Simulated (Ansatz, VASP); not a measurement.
# Au: VASP beside Ansatz

Contents of INCAR:

```
ALGO     = Normal         # electronic algorithm
EDIFF    = 1E-7           # SCF threshold, eV
ENCUT    = 520            # plane-wave cutoff, eV
GGA      = PE             # functional
ISIF     = 2              # what is computed and relaxed
ISMEAR   = -1             # smearing method
LASPH    = True           # aspherical terms in the spheres
LCHARG   = False          # write CHGCAR
LREAL    = False          # projectors in reciprocal space
LWAVE    = False          # write WAVECAR
NBANDS   = 18             # bands
NELM     = 100            # most SCF steps
PREC     = Accurate       # precision mode
SIGMA    = 0.1            # smearing width, eV
```

KPOINTS

```
k-points
0
Gamma
  17 17 17
```

Contents of POSCAR:

```
Au
1.0
   -2.5164919707      2.5164919707      1.3079008003
    2.5164919707     -2.5164919707      1.3079008003
    2.5164919707      2.5164919707     -1.3079008003
Au
2
Direct
   -0.3750000000     -0.1250000000     -0.2500000000
    0.3750000000      0.1250000000      0.2500000000
```

Input for Ansatz:

```yaml
crystal:
  lattice:
    - [-2.5164919707, 2.5164919707, 1.3079008003]
    - [2.5164919707, -2.5164919707, 1.3079008003]
    - [2.5164919707, 2.5164919707, -1.3079008003]
  atoms:
    - { symbol: Au, position: [-0.375, -0.125, -0.25] }
    - { symbol: Au, position: [0.375, 0.125, 0.25] }
kpoints:
  mp_grid: { grid: [17, 17, 17] }
scf:
  occupations: { method: fermi_dirac, width: 0.1 }
hamiltonian:
  xc: pbe
  pseudopotentials: { kind: paw }
output:
  forces: true
  stress: true
  eigenvalues: true
  populations: true
```

Change from the starting cell: volume scaled by 0.84, PAW files.

Alike in both runs: task single point; functional PBE; k mesh 17 × 17 × 17; occupations fermi-dirac, width 0.1 eV; no spin polarisation.

|  | VASP | Ansatz |
| --- | --- | --- |
| version | VASP 6.6.1 | Ansatz 0.2.0 |
| potentials or method | VASP PAW PBE potentials, release 64 (Au) | PAW with Ansatz's default frozen-core files, scalar-relativistic |
| plane-wave cutoff (eV) | 520 | 420 |
| valence electrons in the cell | 22 | 38 |

```tsv
	VASP	Ansatz	Ansatz less VASP
pressure (GPa)	32.8	33.3	+0.44
```

Both programs put the cell under a high pressure, so it lies far from rest at this level. VASP's potentials hold 22 valence electrons a cell and Ansatz's 38, so a difference there can come from the potentials and not from the codes.

Spin-orbit coupling is off throughout.
